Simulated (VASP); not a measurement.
# PbSe (Clausthalite) (Fm-3m) in VASP: a series of runs

The runs below take PbSe (Clausthalite) through single point, with LDA.

Program: VASP 6.6.1. These are calculated values, not measurements. Logs are shortened: lines on timing, memory, paths and dates and some standing lists are left out, and cuts for length are marked.

### Step 1. The cell of the first run

The structure is cubic, space group Fm-3m (No. 225). The conventional cell has a = 6.162 Å, b = 6.162 Å, c = 6.162 Å, α = 90.00°, β = 90.00°, γ = 90.00°. Within 4.1 Å of Pb (site symmetry m-3m) lie 6 Se at 3.08 Å. Se (site symmetry m-3m) has 6 Pb at 3.08 Å within 4.1 Å.

### Step 2. Single point, LDA

INCAR

```
PREC = Accurate
ENCUT = 520
EDIFF = 1E-7
ISMEAR = 0
SIGMA = 0.01
LREAL = F
LASPH = T
NELM = 60
ALGO = Normal
ISIF = 2
LWAVE = F
LCHARG = F
NBANDS = 17
```

KPOINTS

```
Automatic mesh
0
Gamma
  5 5 5
```

POSCAR

```
PbSe
1.0
    0.0000000000      3.0809197960      3.0809197960
    3.0809197960      0.0000000000      3.0809197960
    3.0809197960      3.0809197960      0.0000000000
Pb Se
1 1
Direct
    0.0000000000      0.0000000000      0.0000000000
    0.5000000000      0.5000000000      0.5000000000
```

Potentials or basis: VASP PAW LDA potentials, release 64 (Pb_d, Se).

Launch:

```bash
> cat potpaw_LDA.64/Pb_d/POTCAR potpaw_LDA.64/Se/POTCAR > POTCAR
> mpirun -np 1 vasp_std > vasp.out
```

OUTCAR:

```text
PREC = Accurate
   ENCUT = 520
   EDIFF = 1E-7
   ISMEAR = 0
   LREAL = F
   LASPH = T
   NELM = 60
   ISIF = 2

 ion  position               nearest neighbor table
   1  0.000  0.000  0.000-   2 3.08   2 3.08   2 3.08   2 3.08   2 3.08   2 3.08
   2  0.500  0.500  0.500-   1 3.08   1 3.08   1 3.08   1 3.08   1 3.08   1 3.08

  LATTYP: Found a face centered cubic cell.
 ALAT       =     6.1618395920

  Lattice vectors:

 A1 = (   0.0000000000,   3.0809197960,   3.0809197960)
 A2 = (   3.0809197960,   0.0000000000,   3.0809197960)
 A3 = (   3.0809197960,   3.0809197960,   0.0000000000)

Analysis of symmetry for initial positions (statically):
=====================================================================
 Subroutine PRICEL returns:
 Original cell was already a primitive cell.

 Routine SETGRP: Setting up the symmetry group for a
 face centered cubic supercell.

 Subroutine GETGRP returns: Found 48 space group operations
 (whereof 48 operations were pure point group operations)
 out of a pool of 48 trial point group operations.

The static configuration has the point symmetry O_h .

Analysis of symmetry for dynamics (positions and initial velocities):
=====================================================================
 Subroutine PRICEL returns:
 Original cell was already a primitive cell.

 Routine SETGRP: Setting up the symmetry group for a
 face centered cubic supercell.

 Subroutine GETGRP returns: Found 48 space group operations
 (whereof 48 operations were pure point group operations)
 out of a pool of 48 trial point group operations.

The dynamic configuration has the point symmetry O_h .

 Subroutine INISYM returns: Found 48 space group operations
 (whereof 48 operations are pure point group operations),
 and found     1 'primitive' translations

----------------------------------------------------------------------------------------

                                     Primitive cell

  volume of cell :      58.4886

  direct lattice vectors                    reciprocal lattice vectors
     0.000000000  3.080919796  3.080919796    -0.162289197  0.162289197  0.162289197
     3.080919796  0.000000000  3.080919796     0.162289197 -0.162289197  0.162289197
     3.080919796  3.080919796  0.000000000     0.162289197  0.162289197 -0.162289197

  length of vectors
     4.357078560  4.357078560  4.357078560     0.281093135  0.281093135  0.281093135

[... 62 lines left out ...]
   LASPH  =      T    aspherical Exc in radial PAW
   ENCUT  =  520.0 eV  38.22 Ry    6.18 a.u.   8.10  8.10  8.10*2*pi/ulx,y,z
   NELM   =     60;   NELMIN=  2; NELMDL= -5     # of ELM steps
   EDIFF  = 0.1E-06   stopping-criterion for ELM
   LREAL  =      F    real-space projection
   EDIFFG = 0.1E-05   stopping-criterion for IOM
   NSW    =      0    number of steps for IOM
   IBRION =     -1    ionic relax: 0-MD 1-quasi-New 2-CG
   NFREE  =      0    steps in history (QN), initial steepest desc. (CG)
   ISIF   =      2    stress and relaxation
   ISYM   =      2    0-nonsym 1-usesym 2-fastsym
   POTIM  = 0.5000    time-step for ionic-motion
   TEBEG  =    0.0;   TEEND  =   0.0 temperature during run
   PSTRESS=    0.0 pullay stress
   NELECT =      20.0000    total number of electrons
   NUPDOWN=      -1.0000    fix difference up-down
   EMIN   =  10.00;   EMAX   =-10.00  energy-range for DOS
   EFERMI =   0.00;   METHOD = LEGACY
   ISMEAR =     0;   SIGMA  =   0.01  broadening in eV -4-tet -1-fermi 0-gaus
   EFERMI_NEDOS =   21; number of points for ismear=-14 and -15
   IALGO  =     38    algorithm
   IMIX   =      4    mixing-type and parameters
     AMIX     =   0.40;   BMIX     =  1.00
     AMIX_MAG =   1.60;   BMIX_MAG =  1.00
  volume/ion in A,a.u.               =      29.24       197.35
  Fermi-wavevector in a.u.,A,eV,Ry     =   1.144795  2.163349 17.831195  1.310556
  Thomas-Fermi vector in A             =   2.281486
   LORBIT       =      0    0 simple, 1 ext, 2 COOP (PROOUT), +10 PAW based schemes
   GGA     = CA    functional components
   LHFCALC =     F    Hartree Fock is set to
   AEXX    =    0.0000 exact exchange contribution
   IVDW    =     0    specifies the selected vdW correction
   LEPSILON=     F    determine dielectric tensor
   LRPA    =     F    only Hartree local field effects (RPA)
 non-spin polarized calculation
 Gauss-broadening in eV      SIGMA  =   0.01
  energy-cutoff  :      520.00
  volume of cell :       58.49
 maximum number of plane-waves:      1596
   NGX = 17   NGY = 17   NGZ = 17

 number of electron      19.9999993 magnetization

 Free energy of the ion-electron system (eV)
  ---------------------------------------------------
  ext. energy  EPLUGINS =         0.00000000
  ---------------------------------------------------
  free energy    TOTEN  =        -9.44042018 eV

  energy without entropy =       -9.44042018  energy(sigma->0) =       -9.44042018

 E-fermi :   4.3826     XC(G=0):  -9.7591

 val. band max:        4.2772588608   @ k =  -0.2000   0.2000   0.0000
 cond. band min:       5.3960487983   @ k =   0.4000   0.0000   0.0000
 fundamental gap:      1.1187899375
 Fermi energy:         4.3825618576

 k-point     1 :       0.0000    0.0000    0.0000
  band No.  band energies     occupation
      1     -12.0892      2.00000
      2     -12.0892      2.00000
      3     -12.0879      2.00000
      4     -12.0879      2.00000
      5     -12.0879      2.00000
      6      -8.7932      2.00000
[... 177 lines left out ...]
      4     -12.0656      2.00000
      5     -12.0499      2.00000
      6      -7.5029      2.00000
[... 9 lines left out ...]
     16      15.8750      0.00000
     17      16.0038      0.00000

------------------------ aborting loop because EDIFF is reached ----------------------------------------

  FORCE on cell =-STRESS in cart. coord.  units (eV):
  Direction    XX          YY          ZZ          XY          YZ          ZX
  --------------------------------------------------------------------------------------
  -------------------------------------------------------------------------------------
  Total       -1.1349201     -1.1349201     -1.1349201     -0.0000000      0.0000000      0.0000000
  in kB      -31.0888536    -31.0888536    -31.0888536     -0.0000000      0.0000000      0.0000000
  external PRESSURE =     -31.0888536 kB  Pullay stress =       0.0000000 kB

 VOLUME and BASIS-vectors are now :
 -----------------------------------------------------------------------------
  energy-cutoff  :      520.00
  volume of cell :       58.49
      direct lattice vectors                 reciprocal lattice vectors
     0.000000000  3.080919796  3.080919796    -0.162289197  0.162289197  0.162289197
     3.080919796  0.000000000  3.080919796     0.162289197 -0.162289197  0.162289197
     3.080919796  3.080919796  0.000000000     0.162289197  0.162289197 -0.162289197

 POSITION                                       TOTAL-FORCE (eV/Angst)
 -----------------------------------------------------------------------------------
      0.00000      0.00000      0.00000         0.000000     -0.000000     -0.000000
      3.08092      3.08092      3.08092        -0.000000      0.000000      0.000000
 -----------------------------------------------------------------------------------
    total drift:                                0.000000     -0.000000     -0.000000

  FREE ENERGIE OF THE ION-ELECTRON SYSTEM (eV)
  ---------------------------------------------------
  free  energy   TOTEN  =        -9.4404201828 eV

  energy  without entropy=       -9.4404201828  energy(sigma->0) =       -9.44042018
```

Wall time 4 s (1 thread of Intel Xeon 6975P-C, shared host); peak memory 0.15 GiB.

Results:

```
Free energy : -9.4404 eV
Pressure    : -3.1 GPa
```

Caveat: this odd mesh misses L, where the gap lies, so gap, dielectric constants and Born charges aren't listed; spin-orbit coupling is left out, which moves the levels of the heavy elements.

(Part 1 of 2 ends here.)
